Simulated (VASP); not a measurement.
# Cu4O (Pm-3m) in VASP: a series of runs

The runs below take Cu4O through single point, relaxation of cell and atoms, with PBE.

Program: VASP 6.6.1. These are calculated values, not measurements. Logs are shortened: lines on timing, memory, paths and dates and some standing lists are left out, and cuts for length are marked.

**1. The cell of the first run**

It takes space group Pm-3m (No. 221, cubic). The conventional cell has a = 4.362 Å, b = 4.362 Å, c = 4.362 Å, α = 90.00°, β = 90.00°, γ = 90.00°. Within 2.9 Å of Cu (site symmetry 4/mmm) lie 2 Cu at 2.18 Å. Within 2.9 Å of Cu (site symmetry m-3m) lie 6 Cu at 2.18 Å. Within 4.1 Å of O (site symmetry m-3m) lie 20 Cu at 3.08 to 3.78 Å.

**2. Single point, PBE, collinear spin, ferromagnetic start**

INCAR reads:

```
PREC     = Accurate       # precision mode
ENCUT    = 520            # plane-wave cutoff, eV
EDIFF    = 1E-7           # SCF threshold, eV
ISMEAR   = 0              # smearing method
SIGMA    = 0.1            # smearing width, eV
LREAL    = F              # projectors in reciprocal space
LASPH    = T              # aspherical terms in the spheres
NELM     = 150            # most SCF steps
ALGO     = Normal         # electronic algorithm
ISIF     = 2              # what is computed and relaxed
LWAVE    = F              # write WAVECAR
LCHARG   = F              # write CHGCAR
ISPIN    = 2              # spin polarisation
MAGMOM   = 1 1 1 1 0      # initial moments
LORBIT   = 11             # projections on sites
LMAXMIX  = 4              # l up to which the mixer works
GGA      = PE             # functional
NBANDS   = 37             # bands
```

KPOINTS reads:

```
regular mesh
0
Gamma
  4 4 4
```

POSCAR reads:

```
Cu4O
1.0
    4.3618272167      0.0000000000      0.0000000000
    0.0000000000      4.3618272167      0.0000000000
    0.0000000000      0.0000000000      4.3618272167
Cu O
4 1
Direct
    0.5000000000      0.0000000000      0.0000000000
    0.0000000000      0.5000000000      0.0000000000
    0.0000000000      0.0000000000      0.5000000000
    0.0000000000      0.0000000000      0.0000000000
    0.5000000000      0.5000000000      0.5000000000
```

Potentials or basis: VASP PAW PBE potentials, release 64 (Cu, O).

The run is started by

```console
$ cat potpaw_PBE.64/Cu/POTCAR potpaw_PBE.64/O/POTCAR > POTCAR
$ mpirun -np 1 vasp_std > vasp.out
```

OUTCAR:

```text
PREC = Accurate
   ENCUT = 520
   EDIFF = 1E-7
   ISMEAR = 0
   LREAL = F
   LASPH = T
   NELM = 150
   ISIF = 2
   ISPIN = 2
   LORBIT = 11
   GGA = PE

 ion  position               nearest neighbor table
   1  0.500  0.000  0.000-   4 2.18   4 2.18
   2  0.000  0.500  0.000-   4 2.18   4 2.18
   3  0.000  0.000  0.500-   4 2.18   4 2.18
   4  0.000  0.000  0.000-   1 2.18   2 2.18   3 2.18   3 2.18   2 2.18   1 2.18
   5  0.500  0.500  0.500-

  LATTYP: Found a simple cubic cell.
 ALAT       =     4.3618272167

  Lattice vectors:

 A1 = (   4.3618272167,   0.0000000000,   0.0000000000)
 A2 = (   0.0000000000,   4.3618272167,   0.0000000000)
 A3 = (   0.0000000000,   0.0000000000,   4.3618272167)

Analysis of symmetry for initial positions (statically):
=====================================================================
 Subroutine PRICEL returns:
 Original cell was already a primitive cell.

 Routine SETGRP: Setting up the symmetry group for a
 simple cubic supercell.

 Subroutine GETGRP returns: Found 48 space group operations
[... 9 lines left out ...]

 Routine SETGRP: Setting up the symmetry group for a
 simple cubic supercell.

 Subroutine GETGRP returns: Found 48 space group operations
 (whereof 48 operations were pure point group operations)
 out of a pool of 48 trial point group operations.

The dynamic configuration has the point symmetry O_h .

Analysis of structural, dynamic, and magnetic symmetry:
=====================================================================
 Subroutine PRICEL returns:
 Original cell was already a primitive cell.

 Routine SETGRP: Setting up the symmetry group for a
 simple cubic supercell.

 Subroutine GETGRP returns: Found 48 space group operations
 (whereof 48 operations were pure point group operations)
 out of a pool of 48 trial point group operations.

The overall configuration has the point symmetry O_h .

 Subroutine INISYM returns: Found 48 space group operations
[... 5 lines left out ...]
                                     Primitive cell

  volume of cell :      82.9861

  direct lattice vectors                    reciprocal lattice vectors
     4.361827217  0.000000000  0.000000000     0.229261718  0.000000000  0.000000000
     0.000000000  4.361827217  0.000000000     0.000000000  0.229261718  0.000000000
     0.000000000  0.000000000  4.361827217     0.000000000  0.000000000  0.229261718

  length of vectors
     4.361827217  4.361827217  4.361827217     0.229261718  0.229261718  0.229261718

  position of ions in fractional coordinates (direct lattice)
     0.500000000  0.000000000  0.000000000
     0.000000000  0.500000000  0.000000000
     0.000000000  0.000000000  0.500000000
     0.000000000  0.000000000  0.000000000
     0.500000000  0.500000000  0.500000000

  ion indices of the primitive-cell ions
   primitive index   ion index
                 1           1
                 2           2
                 3           3
                 4           4
                 5           5

----------------------------------------------------------------------------------------

 KPOINTS: regular mesh

Automatic generation of k-mesh.
 Grid dimensions read from file:
 generate k-points for:    4    4    4

 Generating k-lattice:

  Cartesian coordinates                     Fractional coordinates (reciprocal lattice)
     0.057315429  0.000000000  0.000000000     0.250000000  0.000000000  0.000000000
     0.000000000  0.057315429  0.000000000     0.000000000  0.250000000  0.000000000
     0.000000000  0.000000000  0.057315429     0.000000000  0.000000000  0.250000000

  Length of vectors
     0.057315429  0.057315429  0.057315429

  Shift w.r.t. Gamma in fractional coordinates (k-lattice)
     0.000000000  0.000000000  0.000000000

 Subroutine IBZKPT returns following result:
 ===========================================

 Found     10 irreducible k-points:

 Following reciprocal coordinates:
            Coordinates               Weight
  0.000000  0.000000  0.000000      1.000000
  0.250000  0.000000  0.000000      6.000000
  0.500000  0.000000  0.000000      3.000000
  0.250000  0.250000  0.000000     12.000000
  0.500000  0.250000  0.000000     12.000000
  0.500000  0.500000  0.000000      3.000000
  0.250000  0.250000  0.250000      8.000000
  0.500000  0.250000  0.250000     12.000000
  0.500000  0.500000  0.250000      6.000000
  0.500000  0.500000  0.500000      1.000000
   k-points           NKPTS =     10   k-points in BZ     NKDIM =     10   number of bands    NBANDS=     37
   number of dos      NEDOS =    301   number of ions     NIONS =      5
   total plane-waves  NPLWV =  32768
   dimension x,y,z NGX =    32 NGY =   32 NGZ =   32
   dimension x,y,z NGXF=    64 NGYF=   64 NGZF=   64
   ions per type =               4   1
   NGX,Y,Z   is equivalent  to a cutoff of  12.20, 12.20, 12.20 a.u.
   NGXF,Y,Z  is equivalent  to a cutoff of  24.39, 24.39, 24.39 a.u.
 SYSTEM =  unknown system
   PREC   = accura    normal or accurate (medium, high low for compatibility)
   ISTART =      0    job   : 0-new  1-cont  2-samecut
   ICHARG =      2    charge: 1-file 2-atom 10-const
   ISPIN  =      2    spin polarized calculation?
   LNONCOLLINEAR =      F non collinear calculations
   LSORBIT =      F    spin-orbit coupling
   LASPH  =      T    aspherical Exc in radial PAW
   ENCUT  =  520.0 eV  38.22 Ry    6.18 a.u.   8.11  8.11  8.11*2*pi/ulx,y,z
   NELM   =    150;   NELMIN=  2; NELMDL= -5     # of ELM steps
   EDIFF  = 0.1E-06   stopping-criterion for ELM
   LREAL  =      F    real-space projection
   EDIFFG = 0.1E-05   stopping-criterion for IOM
   NSW    =      0    number of steps for IOM
   IBRION =     -1    ionic relax: 0-MD 1-quasi-New 2-CG
   NFREE  =      0    steps in history (QN), initial steepest desc. (CG)
   ISIF   =      2    stress and relaxation
   ISYM   =      2    0-nonsym 1-usesym 2-fastsym
   POTIM  = 0.5000    time-step for ionic-motion
   TEBEG  =    0.0;   TEEND  =   0.0 temperature during run
   PSTRESS=    0.0 pullay stress
   NELECT =      50.0000    total number of electrons
   NUPDOWN=      -1.0000    fix difference up-down
   EMIN   =  10.00;   EMAX   =-10.00  energy-range for DOS
   EFERMI =   0.00;   METHOD = LEGACY
   ISMEAR =     0;   SIGMA  =   0.10  broadening in eV -4-tet -1-fermi 0-gaus
   EFERMI_NEDOS =   21; number of points for ismear=-14 and -15
   IALGO  =     38    algorithm
   IMIX   =      4    mixing-type and parameters
     AMIX     =   0.40;   BMIX     =  1.00
     AMIX_MAG =   1.60;   BMIX_MAG =  1.00
  volume/ion in A,a.u.               =      16.60       112.00
  Fermi-wavevector in a.u.,A,eV,Ry     =   1.382706  2.612935 26.012634  1.911875
  Thomas-Fermi vector in A             =   2.507372
   LORBIT       =     11    0 simple, 1 ext, 2 COOP (PROOUT), +10 PAW based schemes
   GGA     = PE    functional components
   LHFCALC =     F    Hartree Fock is set to
   AEXX    =    0.0000 exact exchange contribution
   IVDW    =     0    specifies the selected vdW correction
   LEPSILON=     F    determine dielectric tensor
   LRPA    =     F    only Hartree local field effects (RPA)
 spin polarized calculation
 Gauss-broadening in eV      SIGMA  =   0.10
  energy-cutoff  :      520.00
  volume of cell :       82.99
 maximum number of plane-waves:      2272
   NGX = 17   NGY = 17   NGZ = 17

 number of electron      49.9999843 magnetization       0.0001055

 number of electron      49.9999843 magnetization      -0.0000160

 Free energy of the ion-electron system (eV)
  ---------------------------------------------------
  ext. energy  EPLUGINS =         0.00000000
  ---------------------------------------------------
  free energy    TOTEN  =       -14.13735883 eV

  energy without entropy =      -14.13493247  energy(sigma->0) =      -14.13614565

 E-fermi :   2.3349     XC(G=0): -10.1186

 val. band max:        2.1976331950   @ k =   0.2500   0.2500   0.2500
 cond. band min:       2.4820283948   @ k =   0.5000   0.2500   0.0000
 fundamental gap:      0.2843951998
 Fermi energy:         2.3349215387

 spin component 1

 k-point     1 :       0.0000    0.0000    0.0000
  band No.  band energies     occupation
      1     -13.1429      1.00000
      2      -3.9783      1.00000
      3      -1.9979      1.00000
      4      -1.9979      1.00000
      5      -1.5615      1.00000
      6      -1.5615      1.00000
[... 29 lines left out ...]
     36      14.2715      0.00000
     37      14.2715      0.00000

 k-point     2 :       0.2500    0.0000    0.0000
  band No.  band energies     occupation
      1     -13.1294      1.00000
      2      -3.7165      1.00000
      3      -1.9845      1.00000
      4      -1.7286      1.00000
      5      -1.5461      1.00000
      6      -1.4189      1.00000
[... 29 lines left out ...]
     36      13.5890      0.00000
     37      13.5890      0.00000
[... 278 lines left out ...]
     36      16.6268      0.00000
     37      17.3997      0.00000

 k-point    10 :       0.5000    0.5000    0.5000
  band No.  band energies     occupation
      1     -13.0821      1.00000
      2      -0.9554      1.00000
      3      -0.9554      1.00000
      4      -0.9554      1.00000
      5      -0.7726      1.00000
      6      -0.7726      1.00000
[... 29 lines left out ...]
     36      17.8989      0.00000
     37      17.8989      0.00000
 Fermi energy:         2.3349215387

 spin component 2

 k-point     1 :       0.0000    0.0000    0.0000
  band No.  band energies     occupation
      1     -13.1430      1.00000
      2      -3.9783      1.00000
      3      -1.9979      1.00000
      4      -1.9979      1.00000
      5      -1.5615      1.00000
      6      -1.5615      1.00000
[... 29 lines left out ...]
     36      14.2715      0.00000
     37      14.2715      0.00000

 k-point     2 :       0.2500    0.0000    0.0000
  band No.  band energies     occupation
      1     -13.1295      1.00000
      2      -3.7165      1.00000
      3      -1.9845      1.00000
      4      -1.7286      1.00000
      5      -1.5461      1.00000
      6      -1.4189      1.00000
[... 29 lines left out ...]
     36      13.5890      0.00000
     37      13.5890      0.00000
[... 278 lines left out ...]
     36      16.6268      0.00000
     37      17.3997      0.00000

 k-point    10 :       0.5000    0.5000    0.5000
  band No.  band energies     occupation
      1     -13.0822      1.00000
      2      -0.9554      1.00000
      3      -0.9554      1.00000
      4      -0.9554      1.00000
      5      -0.7726      1.00000
      6      -0.7726      1.00000
[... 29 lines left out ...]
     36      17.8989      0.00000
     37      17.8989      0.00000

------------------------ aborting loop because EDIFF is reached ----------------------------------------

  FORCE on cell =-STRESS in cart. coord.  units (eV):
  Direction    XX          YY          ZZ          XY          YZ          ZX
  --------------------------------------------------------------------------------------
  -------------------------------------------------------------------------------------
  Total        0.1511692      0.1511692      0.1511692      0.0000000     -0.0000000      0.0000000
  in kB        2.9185602      2.9185602      2.9185602      0.0000000     -0.0000000      0.0000000
  external PRESSURE =       2.9185602 kB  Pullay stress =       0.0000000 kB

 VOLUME and BASIS-vectors are now :
 -----------------------------------------------------------------------------
  energy-cutoff  :      520.00
  volume of cell :       82.99
      direct lattice vectors                 reciprocal lattice vectors
     4.361827217  0.000000000  0.000000000     0.229261718  0.000000000  0.000000000
     0.000000000  4.361827217  0.000000000     0.000000000  0.229261718  0.000000000
     0.000000000  0.000000000  4.361827217     0.000000000  0.000000000  0.229261718

 POSITION                                       TOTAL-FORCE (eV/Angst)
 -----------------------------------------------------------------------------------
      2.18091      0.00000      0.00000         0.000000      0.000000      0.000000
      0.00000      2.18091      0.00000         0.000000      0.000000      0.000000
      0.00000      0.00000      2.18091         0.000000      0.000000      0.000000
      0.00000      0.00000      0.00000         0.000000      0.000000      0.000000
      2.18091      2.18091      2.18091         0.000000      0.000000      0.000000
 -----------------------------------------------------------------------------------
    total drift:                                0.000000      0.000000     -0.000000

  FREE ENERGIE OF THE ION-ELECTRON SYSTEM (eV)
  ---------------------------------------------------
  free  energy   TOTEN  =       -14.1373588282 eV

  energy  without entropy=      -14.1349324674  energy(sigma->0) =      -14.13614565

 total charge

# of ion       s       p       d       tot
------------------------------------------
    1        0.365   0.206   9.262   9.833
    2        0.365   0.206   9.262   9.833
    3        0.365   0.206   9.262   9.833
    4        0.651   0.422   9.269  10.341
    5        1.607   3.061   0.000   4.669
--------------------------------------------------
tot          3.353   4.101  37.054  44.508

 magnetization (x)

# of ion       s       p       d       tot
------------------------------------------
    1        0.000   0.000  -0.000   0.000
    2        0.000   0.000  -0.000   0.000
    3        0.000   0.000  -0.000   0.000
    4       -0.000   0.000  -0.000   0.000
    5        0.000  -0.000   0.000  -0.000
--------------------------------------------------
tot          0.000  -0.000  -0.000  -0.000
```

Run time: 1.7 min. Hardware: 1 thread of AMD EPYC 7R43 (Zen 3), shared host; peak memory 0.18 GiB.

What came out:

- Free energy: -14.1374 eV
- Pressure: 0.3 GPa
- Band gap on the k mesh: 0.28 eV, indirect (least direct gap 0.48 eV)
- Net moment: 0.00 μB per cell
- Valence electrons inside the program's atomic spheres: Cu 9.83, 10.34; O 4.67

Levels at points of the mesh, in eV from the valence-band top:
Spin up:
```tsv
k point	band 21	band 22	band 23	band 24	band 25	band 26	band 27	band 28	band 29	band 30
(0.00, 0.00, 0.00)	-0.88	-0.88	-0.88	-0.42	-0.42	2.48	2.48	2.48	4.85	4.85
(0.50, 0.00, 0.00)	-1.02	-0.88	-0.45	-0.35	-0.35	0.37	3.15	3.15	5.70	6.93
(0.50, 0.50, 0.00)	-1.01	-0.93	-0.93	-0.86	-0.15	1.28	1.28	3.28	4.73	7.17
(0.50, 0.50, 0.50)	-1.14	-1.14	-1.10	-1.10	-1.10	1.04	1.04	1.04	4.75	4.75
```
Spin down:
| k point | band 22 | band 23 | band 24 | band 25 | band 26 | band 27 | band 28 | band 29 |
| --- | --- | --- | --- | --- | --- | --- | --- | --- |
| (0.00, 0.00, 0.00) | -0.88 | -0.88 | -0.42 | -0.42 | 2.48 | 2.48 | 2.48 | 4.85 |
| (0.50, 0.00, 0.00) | -0.88 | -0.45 | -0.35 | -0.35 | 0.37 | 3.15 | 3.15 | 5.70 |
| (0.50, 0.50, 0.00) | -0.93 | -0.93 | -0.86 | -0.15 | 1.28 | 1.28 | 3.28 | 4.73 |
| (0.50, 0.50, 0.50) | -1.14 | -1.10 | -1.10 | -1.10 | 1.04 | 1.04 | 1.04 | 4.75 |

**3. Single point, PBE**

INCAR reads:

```
SYSTEM = Cu4O
  ALGO = Normal
  EDIFF = 1E-7
  ENCUT = 520
  GGA = PE
  ISIF = 2
  ISMEAR = 0
  LASPH = .TRUE.
  LCHARG = .TRUE.
  LELF = .TRUE.
  LREAL = .FALSE.
  LVHAR = .TRUE.
  LWAVE = .FALSE.
  NBANDS = 33
  NELM = 80
  PREC = Accurate
  SIGMA = 0.01
```

KPOINTS reads:

```
k-points
0
G
  8 8 8
  0 0 0
```

Changes to POSCAR since step 2:

```diff
@@ -2,5 +2,5 @@
 1.0
-    4.3618272167      0.0000000000      0.0000000000
-    0.0000000000      4.3618272167      0.0000000000
-    0.0000000000      0.0000000000      4.3618272167
+    4.3618272139      0.0000000000      0.0000000000
+    0.0000000000      4.3618272139      0.0000000000
+    0.0000000000      0.0000000000      4.3618272139
 Cu O
```

Potentials or basis: VASP PAW PBE potentials, release 64 (Cu, O).

The run is started by

```console
$ cat potpaw_PBE.64/Cu/POTCAR potpaw_PBE.64/O/POTCAR > POTCAR
$ mpirun -np 1 vasp_std > vasp.out
```

OUTCAR:

```text
SYSTEM = Cu4O
   EDIFF = 1E-7
   ENCUT = 520
   GGA = PE
   ISIF = 2
   ISMEAR = 0
   LASPH = .TRUE.
   LREAL = .FALSE.
   NELM = 80
   PREC = Accurate

 ion  position               nearest neighbor table
   1  0.500  0.000  0.000-   4 2.18   4 2.18
   2  0.000  0.500  0.000-   4 2.18   4 2.18
   3  0.000  0.000  0.500-   4 2.18   4 2.18
   4  0.000  0.000  0.000-   1 2.18   2 2.18   3 2.18   3 2.18   2 2.18   1 2.18
   5  0.500  0.500  0.500-
[... 1058 lines left out ...]
     32      10.4856      0.00000
     33      12.4997      0.00000

 [... further k-points ...]
[... 5 lines left out ...]
  --------------------------------------------------------------------------------------
  -------------------------------------------------------------------------------------
  Total        0.1129322      0.1129322      0.1129322     -0.0000000     -0.0000000      0.0000000
  in kB        2.1803335      2.1803335      2.1803335     -0.0000000     -0.0000000      0.0000000
  external PRESSURE =       2.1803335 kB  Pullay stress =       0.0000000 kB

 VOLUME and BASIS-vectors are now :
 -----------------------------------------------------------------------------
  energy-cutoff  :      520.00
  volume of cell :       82.99
      direct lattice vectors                 reciprocal lattice vectors
     4.361827214  0.000000000  0.000000000     0.229261718  0.000000000  0.000000000
     0.000000000  4.361827214  0.000000000     0.000000000  0.229261718  0.000000000
     0.000000000  0.000000000  4.361827214     0.000000000  0.000000000  0.229261718

 POSITION                                       TOTAL-FORCE (eV/Angst)
 -----------------------------------------------------------------------------------
      2.18091      0.00000      0.00000         0.000000      0.000000      0.000000
      0.00000      2.18091      0.00000         0.000000      0.000000      0.000000
      0.00000      0.00000      2.18091         0.000000      0.000000      0.000000
      0.00000      0.00000      0.00000         0.000000      0.000000      0.000000
      2.18091      2.18091      2.18091         0.000000      0.000000      0.000000
 -----------------------------------------------------------------------------------
    total drift:                                0.000000      0.000000     -0.000000

  FREE ENERGIE OF THE ION-ELECTRON SYSTEM (eV)
  ---------------------------------------------------
  free  energy   TOTEN  =       -14.1666144944 eV

  energy  without entropy=      -14.1666144944  energy(sigma->0) =      -14.16661449
```

OSZICAR:

```text
N       E                     dE             d eps       ncg     rms          rms(c)
[... 11 lines left out ...]
DAV:  12    -0.141682703588E+02    0.63554E-01   -0.12248E-01  3684   0.350E+00    0.625E-01
DAV:  13    -0.141670705555E+02    0.11998E-02   -0.25439E-02  2529   0.113E+00    0.237E-01
DAV:  14    -0.141666646623E+02    0.40589E-03   -0.32829E-03  3901   0.105E+00    0.862E-02
DAV:  15    -0.141666283530E+02    0.36309E-04   -0.52590E-04  3238   0.237E-01    0.317E-02
DAV:  16    -0.141666188469E+02    0.95061E-05   -0.45694E-05  2864   0.838E-02    0.214E-02
DAV:  17    -0.141666143419E+02    0.45050E-05   -0.21843E-05  3215   0.704E-02    0.259E-03
DAV:  18    -0.141666145528E+02   -0.21091E-06   -0.20578E-06  3337   0.206E-02    0.290E-03
DAV:  19    -0.141666144944E+02    0.58481E-07   -0.95467E-08  1280   0.722E-03
   1 F= -.14166614E+02 E0= -.14166614E+02  d E =-.950626E-13
```

Wall time 59 s (1 thread of Intel Xeon Platinum 8375C at 2.90GHz (Ice Lake), shared host); peak memory 0.22 GiB.

What came out:

```yaml
Free_energy: -14.1666 eV
Pressure: 0.2 GPa
Band_gap_on_the_k_mesh: 0.10 eV, direct
```

A k mesh can miss the band edges.

[end of part 1 of 2]
